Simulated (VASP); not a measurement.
Input of a VASP 6.6.1 run:

Contents of INCAR:

```
SYSTEM = Al2O3
PREC = Accurate
ENCUT = 520
EDIFF = 1E-6
ISMEAR = 0
SIGMA = 0.05
LREAL = .FALSE.
LASPH = .TRUE.
NELM = 100
ALGO = Normal
ISIF = 2
LWAVE = .FALSE.
LCHARG = .FALSE.
GGA = PE
IVDW = 12
NBANDS = 20
```

KPOINTS

```
regular mesh
0
G
  9 9 4
  0 0 0
```

Contents of POSCAR:

```
Al2O3
1.0
    2.8924537055      0.0000000000      0.0000000000
   -1.4462268528      2.5049383882      0.0000000000
    0.0000000000      0.0000000000      7.3605135856
Al O
2 3
Direct
    0.0000000000      0.0000000000      0.1907358529
    0.0000000000      0.0000000000      0.8092641471
    0.3333333333      0.6666666667      0.2703868429
    0.6666666667      0.3333333333      0.0000000000
    0.3333333333      0.6666666667      0.7296131571
```

Potentials or basis: VASP PAW PBE potentials, release 64 (Al, O).

Command:

```console
$ cat potpaw_PBE.64/Al/POTCAR potpaw_PBE.64/O/POTCAR > POTCAR
$ mpirun -np 1 vasp_std > vasp.out
```

(1) Predict the largest force.

(2) Estimate the band gap on the k mesh.

(3) Predict the dispersion energy per atom.

(4) Predict the pressure.

Results:

(1) 1.450 eV/Å.

(2) 4.61 eV (least direct gap 4.79 eV).

(3) -0.190 eV.

(4) 2.5 GPa.

Caveat: the cell differs from its parent crystal (atoms shifted along a free coordinate); an odd mesh through Γ misses points on the zone boundary, where band edges can lie; forces of over 1 eV/Å act on the atoms, so gaps and moduli don't describe the material at rest.
